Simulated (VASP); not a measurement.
# AgBr (Fm-3m) in VASP: a series of runs

The runs below take AgBr through single point, relaxation of cell and atoms, with LDA.

Program: VASP 6.6.1. These are calculated values, not measurements. Logs are shortened: lines on timing, memory, paths and dates and some standing lists are left out, and cuts for length are marked.

## 1. The cell of the first run

The structure is cubic, space group Fm-3m (No. 225). Conventional cell: a = 5.584 Å, b = 5.584 Å, c = 5.584 Å, α = 90.00°, β = 90.00°, γ = 90.00°. Ag (site symmetry m-3m) has 6 Br at 2.79 Å within 3.7 Å. Br (site symmetry m-3m) has 6 Ag at 2.79 Å within 3.7 Å.

## 2. Single point, LDA

INCAR

```
SYSTEM = AgBr
PREC     = Accurate       ! precision mode
ENCUT    = 500            ! plane-wave cutoff, eV
EDIFF    = 1E-6           ! SCF threshold, eV
ISMEAR   = 0              ! smearing method
SIGMA    = 0.02           ! smearing width, eV
LREAL    = .FALSE.        ! projectors in reciprocal space
LASPH    = .TRUE.         ! aspherical terms in the spheres
NELM     = 120            ! most SCF steps
ALGO     = Normal         ! electronic algorithm
ISIF     = 2              ! what is computed and relaxed
LWAVE    = .FALSE.        ! write WAVECAR
LCHARG   = .TRUE.         ! write CHGCAR
GGA      = CA             ! functional
LELF     = .TRUE.         ! ELF
LVHAR    = .TRUE.       
NBANDS   = 16             ! bands
GGA_COMPAT= .FALSE.
```

KPOINTS

```
regular mesh
0
G
  8 8 8
  0 0 0
```

POSCAR

```
AgBr
1.0
    0.0000000000      2.7920724330      2.7920724330
    2.7920724330      0.0000000000      2.7920724330
    2.7920724330      2.7920724330      0.0000000000
Ag Br
1 1
Direct
    0.0000000000      0.0000000000      0.0000000000
    0.5000000000      0.5000000000      0.5000000000
```

Potentials or basis: VASP PAW LDA potentials, release 64 (Ag, Br).

Command:

```sh
$ cat potpaw_LDA.64/Ag/POTCAR potpaw_LDA.64/Br/POTCAR > POTCAR
$ mpirun -np 1 vasp_std > vasp.out
```

OUTCAR:

```text
SYSTEM = AgBr
   PREC = Accurate
   ENCUT = 500
   EDIFF = 1E-6
   ISMEAR = 0
   LREAL = .FALSE.
   LASPH = .TRUE.
   NELM = 120
   ISIF = 2
   GGA = CA

 ion  position               nearest neighbor table
   1  0.000  0.000  0.000-   2 2.79   2 2.79   2 2.79   2 2.79   2 2.79   2 2.79
   2  0.500  0.500  0.500-   1 2.79   1 2.79   1 2.79   1 2.79   1 2.79   1 2.79

  LATTYP: Found a face centered cubic cell.
 ALAT       =     5.5841448660

  Lattice vectors:

 A1 = (   0.0000000000,   2.7920724330,   2.7920724330)
 A2 = (   2.7920724330,   0.0000000000,   2.7920724330)
 A3 = (   2.7920724330,   2.7920724330,   0.0000000000)

Analysis of symmetry for initial positions (statically):
=====================================================================
 Subroutine PRICEL returns:
 Original cell was already a primitive cell.

 Routine SETGRP: Setting up the symmetry group for a
 face centered cubic supercell.

 Subroutine GETGRP returns: Found 48 space group operations
 (whereof 48 operations were pure point group operations)
 out of a pool of 48 trial point group operations.

The static configuration has the point symmetry O_h .

Analysis of symmetry for dynamics (positions and initial velocities):
=====================================================================
 Subroutine PRICEL returns:
 Original cell was already a primitive cell.

 Routine SETGRP: Setting up the symmetry group for a
 face centered cubic supercell.

 Subroutine GETGRP returns: Found 48 space group operations
 (whereof 48 operations were pure point group operations)
 out of a pool of 48 trial point group operations.

The dynamic configuration has the point symmetry O_h .

 Subroutine INISYM returns: Found 48 space group operations
 (whereof 48 operations are pure point group operations),
 and found     1 'primitive' translations

----------------------------------------------------------------------------------------

                                     Primitive cell

  volume of cell :      43.5321

  direct lattice vectors                    reciprocal lattice vectors
     0.000000000  2.792072433  2.792072433    -0.179078449  0.179078449  0.179078449
     2.792072433  0.000000000  2.792072433     0.179078449 -0.179078449  0.179078449
     2.792072433  2.792072433  0.000000000     0.179078449  0.179078449 -0.179078449

  length of vectors
     3.948586702  3.948586702  3.948586702     0.310172972  0.310172972  0.310172972

  position of ions in fractional coordinates (direct lattice)
     0.000000000  0.000000000  0.000000000
     0.500000000  0.500000000  0.500000000

  ion indices of the primitive-cell ions
   primitive index   ion index
                 1           1
                 2           2

----------------------------------------------------------------------------------------

 KPOINTS: regular mesh

Automatic generation of k-mesh.
 Grid dimensions read from file:
 generate k-points for:    8    8    8

 Generating k-lattice:

  Cartesian coordinates                     Fractional coordinates (reciprocal lattice)
    -0.022384806  0.022384806  0.022384806     0.125000000  0.000000000  0.000000000
     0.022384806 -0.022384806  0.022384806     0.000000000  0.125000000  0.000000000
     0.022384806  0.022384806 -0.022384806     0.000000000  0.000000000  0.125000000

  Length of vectors
     0.038771621  0.038771621  0.038771621

  Shift w.r.t. Gamma in fractional coordinates (k-lattice)
     0.000000000  0.000000000  0.000000000

 Subroutine IBZKPT returns following result:
 ===========================================

 Found     29 irreducible k-points:

 Following reciprocal coordinates:
            Coordinates               Weight
  0.000000  0.000000  0.000000      1.000000
  0.125000  0.000000  0.000000      8.000000
  0.250000  0.000000  0.000000      8.000000
  0.375000  0.000000  0.000000      8.000000
  0.500000  0.000000  0.000000      4.000000
  0.125000  0.125000  0.000000      6.000000
[... 16 lines left out ...]
  0.500000  0.250000  0.125000     48.000000
 -0.375000  0.250000  0.125000     24.000000
 [... further k-points ...]
   k-points           NKPTS =     29   k-points in BZ     NKDIM =     29   number of bands    NBANDS=     16
   number of dos      NEDOS =    301   number of ions     NIONS =      2
   total plane-waves  NPLWV =  27000
   dimension x,y,z NGX =    30 NGY =   30 NGZ =   30
   dimension x,y,z NGXF=    60 NGYF=   60 NGZF=   60
   ions per type =               1   1
   NGX,Y,Z   is equivalent  to a cutoff of  12.63, 12.63, 12.63 a.u.
   NGXF,Y,Z  is equivalent  to a cutoff of  25.26, 25.26, 25.26 a.u.
 SYSTEM =  AgBr
   PREC   = accura    normal or accurate (medium, high low for compatibility)
   ISTART =      0    job   : 0-new  1-cont  2-samecut
   ICHARG =      2    charge: 1-file 2-atom 10-const
   ISPIN  =      1    spin polarized calculation?
   LNONCOLLINEAR =      F non collinear calculations
   LSORBIT =      F    spin-orbit coupling
   LASPH  =      T    aspherical Exc in radial PAW
   ENCUT  =  500.0 eV  36.75 Ry    6.06 a.u.   7.20  7.20  7.20*2*pi/ulx,y,z
   NELM   =    120;   NELMIN=  2; NELMDL= -5     # of ELM steps
   EDIFF  = 0.1E-05   stopping-criterion for ELM
   LREAL  =      F    real-space projection
   EDIFFG = 0.1E-04   stopping-criterion for IOM
   NSW    =      0    number of steps for IOM
   IBRION =     -1    ionic relax: 0-MD 1-quasi-New 2-CG
   NFREE  =      0    steps in history (QN), initial steepest desc. (CG)
   ISIF   =      2    stress and relaxation
   ISYM   =      2    0-nonsym 1-usesym 2-fastsym
   POTIM  = 0.5000    time-step for ionic-motion
   TEBEG  =    0.0;   TEEND  =   0.0 temperature during run
   PSTRESS=    0.0 pullay stress
   NELECT =      18.0000    total number of electrons
   NUPDOWN=      -1.0000    fix difference up-down
   EMIN   =  10.00;   EMAX   =-10.00  energy-range for DOS
   EFERMI =   0.00;   METHOD = LEGACY
   ISMEAR =     0;   SIGMA  =   0.02  broadening in eV -4-tet -1-fermi 0-gaus
   EFERMI_NEDOS =   21; number of points for ismear=-14 and -15
   IALGO  =     38    algorithm
   IMIX   =      4    mixing-type and parameters
     AMIX     =   0.40;   BMIX     =  1.00
     AMIX_MAG =   1.60;   BMIX_MAG =  1.00
  volume/ion in A,a.u.               =      21.77       146.88
  Fermi-wavevector in a.u.,A,eV,Ry     =   1.219632  2.304771 20.238713  1.487503
  Thomas-Fermi vector in A             =   2.354878
   LORBIT       =      0    0 simple, 1 ext, 2 COOP (PROOUT), +10 PAW based schemes
   GGA     = CA    functional components
   LHFCALC =     F    Hartree Fock is set to
   AEXX    =    0.0000 exact exchange contribution
   IVDW    =     0    specifies the selected vdW correction
   LEPSILON=     F    determine dielectric tensor
   LRPA    =     F    only Hartree local field effects (RPA)
 non-spin polarized calculation
 Gauss-broadening in eV      SIGMA  =   0.02
  energy-cutoff  :      500.00
  volume of cell :       43.53
 maximum number of plane-waves:      1124
 NGX is ok and might be reduce to    30
   NGX = 15   NGY = 15   NGZ = 15

 number of electron      18.0000002 magnetization

 Free energy of the ion-electron system (eV)
  ---------------------------------------------------
  ext. energy  EPLUGINS =         0.00000000
  ---------------------------------------------------
  free energy    TOTEN  =        -6.41216026 eV

  energy without entropy =       -6.41216026  energy(sigma->0) =       -6.41216026

 E-fermi :   4.7541     XC(G=0): -10.6838

 val. band max:        4.5809554551   @ k =   0.5000   0.0000   0.0000
 cond. band min:       4.9980326030   @ k =   0.0000   0.0000   0.0000
 fundamental gap:      0.4170771480
 Fermi energy:         4.7540594124

 k-point     1 :       0.0000    0.0000    0.0000
  band No.  band energies     occupation
      1     -11.0870      2.00000
      2       1.3212      2.00000
      3       1.3212      2.00000
      4       1.3212      2.00000
      5       1.3237      2.00000
      6       1.3237      2.00000
[... 8 lines left out ...]
     15      16.4505      0.00000
     16      16.4505      0.00000

 k-point     2 :       0.1250    0.0000    0.0000
  band No.  band energies     occupation
      1     -11.0096      2.00000
      2       0.8812      2.00000
      3       0.8812      2.00000
      4       0.9168      2.00000
      5       1.3752      2.00000
      6       1.3752      2.00000
[... 8 lines left out ...]
     15      15.5280      0.00000
     16      15.7615      0.00000

 k-point     3 :       0.2500    0.0000    0.0000
  band No.  band energies     occupation
      1     -10.8122      2.00000
      2      -0.2205      2.00000
      3       0.3053      2.00000
      4       0.3053      2.00000
      5       1.5089      2.00000
      6       1.5089      2.00000
[... 8 lines left out ...]
     15      15.9190      0.00000
     16      15.9190      0.00000

 k-point     4 :       0.3750    0.0000    0.0000
  band No.  band energies     occupation
      1     -10.5974      2.00000
      2      -1.1538      2.00000
      3      -0.0802      2.00000
      4      -0.0802      2.00000
      5       1.6490      2.00000
      6       1.6490      2.00000
[... 8 lines left out ...]
     15      16.9768      0.00000
     16      16.9768      0.00000

 k-point     5 :       0.5000    0.0000    0.0000
  band No.  band energies     occupation
      1     -10.5023      2.00000
      2      -1.5016      2.00000
      3      -0.2138      2.00000
      4      -0.2138      2.00000
      5       1.7090      2.00000
      6       1.7090      2.00000
[... 8 lines left out ...]
     15      17.7670      0.00000
     16      17.7670      0.00000

 k-point     6 :       0.1250    0.1250    0.0000
  band No.  band energies     occupation
      1     -10.9864      2.00000
      2       0.3671      2.00000
      3       1.1816      2.00000
      4       1.1816      2.00000
      5       1.2683      2.00000
      6       1.3525      2.00000
[... 8 lines left out ...]
     15      17.1410      0.00000
     16      17.6690      0.00000

 k-point     7 :       0.2500    0.1250    0.0000
  band No.  band energies     occupation
      1     -10.8358      2.00000
      2      -0.2565      2.00000
      3       0.6546      2.00000
      4       0.7122      2.00000
      5       1.3559      2.00000
      6       1.5154      2.00000
[... 8 lines left out ...]
     15      17.2089      0.00000
     16      17.2262      0.00000

 k-point     8 :       0.3750    0.1250    0.0000
  band No.  band energies     occupation
      1     -10.6332      2.00000
      2      -0.8798      2.00000
      3       0.0230      2.00000
      4       0.1965      2.00000
      5       1.5054      2.00000
      6       1.6695      2.00000
[... 8 lines left out ...]
     15      17.3019      0.00000
     16      17.7596      0.00000

 k-point     9 :       0.5000    0.1250    0.0000
  band No.  band energies     occupation
      1     -10.4991      2.00000
      2      -1.2970      2.00000
      3      -0.1992      2.00000
      4      -0.1125      2.00000
      5       1.6491      2.00000
      6       1.7236      2.00000
[... 8 lines left out ...]
     15      17.9366      0.00000
     16      18.2331      0.00000
[... 172 lines left out ...]
 k-point    19 :       0.5000    0.3750    0.0000
  band No.  band energies     occupation
      1     -10.4805      2.00000
      2      -0.4748      2.00000
      3       0.4827      2.00000
      4       0.6942      2.00000
      5       1.3368      2.00000
      6       1.7906      2.00000
[... 8 lines left out ...]
     15      19.0721      0.00000
     16      19.8815      0.00000

 k-point    20 :      -0.3750    0.3750    0.0000
  band No.  band energies     occupation
      1     -10.4444      2.00000
      2      -0.3009      2.00000
      3      -0.2356      2.00000
      4       0.2183      2.00000
      5       1.5128      2.00000
      6       1.7753      2.00000
[... 8 lines left out ...]
     15      17.5369      0.00000
     16      20.5661      0.00000

 k-point    21 :       0.5000    0.5000    0.0000
  band No.  band energies     occupation
      1     -10.4759      2.00000
      2      -0.4021      2.00000
      3       0.9661      2.00000
      4       1.2786      2.00000
      5       1.2786      2.00000
      6       1.5235      2.00000
[... 8 lines left out ...]
     15      19.6019      0.00000
     16      19.6019      0.00000

 k-point    22 :       0.3750    0.2500    0.1250
  band No.  band energies     occupation
      1     -10.6888      2.00000
      2      -0.6675      2.00000
      3       0.2405      2.00000
      4       0.6181      2.00000
      5       1.4465      2.00000
      6       1.6187      2.00000
[... 8 lines left out ...]
     15      18.1281      0.00000
     16      18.6829      0.00000

 k-point    23 :       0.5000    0.2500    0.1250
  band No.  band energies     occupation
      1     -10.5336      2.00000
      2      -0.9324      2.00000
      3      -0.0797      2.00000
      4       0.1935      2.00000
      5       1.5640      2.00000
      6       1.7153      2.00000
[... 8 lines left out ...]
     15      18.4490      0.00000
     16      18.7563      0.00000

 k-point    24 :      -0.3750    0.2500    0.1250
  band No.  band energies     occupation
      1     -10.4666      2.00000
      2      -1.0226      2.00000
      3      -0.1371      2.00000
      4      -0.0803      2.00000
      5       1.6500      2.00000
      6       1.7161      2.00000
[... 8 lines left out ...]
     15      17.3208      0.00000
     16      19.0829      0.00000

 [... further k-points ...]
[... 5 lines left out ...]
  --------------------------------------------------------------------------------------
  -------------------------------------------------------------------------------------
  Total        0.0242250      0.0242250      0.0242250     -0.0000000      0.0000000     -0.0000000
  in kB        0.8915867      0.8915867      0.8915867     -0.0000000      0.0000000     -0.0000000
  external PRESSURE =       0.8915867 kB  Pullay stress =       0.0000000 kB

 VOLUME and BASIS-vectors are now :
 -----------------------------------------------------------------------------
  energy-cutoff  :      500.00
  volume of cell :       43.53
      direct lattice vectors                 reciprocal lattice vectors
     0.000000000  2.792072433  2.792072433    -0.179078449  0.179078449  0.179078449
     2.792072433  0.000000000  2.792072433     0.179078449 -0.179078449  0.179078449
     2.792072433  2.792072433  0.000000000     0.179078449  0.179078449 -0.179078449

 POSITION                                       TOTAL-FORCE (eV/Angst)
 -----------------------------------------------------------------------------------
      0.00000      0.00000      0.00000         0.000000     -0.000000      0.000000
      2.79207      2.79207      2.79207        -0.000000      0.000000      0.000000
 -----------------------------------------------------------------------------------
    total drift:                               -0.000000      0.000000      0.000000

  FREE ENERGIE OF THE ION-ELECTRON SYSTEM (eV)
  ---------------------------------------------------
  free  energy   TOTEN  =        -6.4121602586 eV

  energy  without entropy=       -6.4121602586  energy(sigma->0) =       -6.41216026
```

It took 26 s on 1 thread of Intel Xeon 8259CL, shared host; peak memory 0.16 GiB.

What came out:

```yaml
Free_energy: -6.4122 eV
Pressure: 0.1 GPa
Band_gap_on_the_k_mesh: 0.42 eV (least direct gap 2.66 eV)
```

Levels at points of the mesh, in eV from the valence-band top:
```tsv
k point	band 5	band 6	band 7	band 8	band 9	band 10	band 11	band 12	band 13	band 14
(0.00, 0.00, 0.00)	-3.26	-3.26	-2.24	-2.24	-2.24	0.42	9.82	9.82	9.82	10.69
(0.50, 0.00, 0.00)	-2.87	-2.87	-2.48	0.00	0.00	3.26	6.41	6.41	6.93	12.22
(0.50, 0.50, 0.00)	-3.30	-3.06	-2.74	-2.74	-2.58	1.18	6.78	9.20	11.22	11.22
```

A k mesh can miss the band edges.

(Part 1 of 2 ends here.)
